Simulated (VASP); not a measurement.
Crystal: BAs.

```
CELL_PARAMETERS angstrom
0.00000 2.33974 2.33974
2.33974 0.00000 2.33974
2.33974 2.33974 0.00000
ATOMIC_POSITIONS crystal
As 0.75000 0.75000 0.75000
B 0.00000 0.00000 0.00000
```

Base run:

| Property | Result |
| --- | --- |
| Program | VASP 6.6.1 |
| Functional | PBE exchange alone |
| Potentials or basis | VASP PAW PBE potentials, release 64 (As, B) |
| Cutoff | 520 eV |
| k mesh | 10 × 10 × 10 |
| Occupations | fermi-dirac, width 0.05 eV |
| Spin | no spin polarisation |

Its results: band gap on the k mesh 1.35 eV, indirect (least direct gap 3.44 eV); pressure 29.5 GPa.

Question: The run is repeated on the same cell with these changes: functional from PBE exchange alone to RPBE. What comes out?

Answer: Band gap on the k mesh 1.13 eV, indirect (least direct gap 3.35 eV); pressure 16.5 GPa.

Caveats: the PAW data sets were made with another functional, which shifts forces and pressure a little (some runs).

A k mesh can miss the band edges.
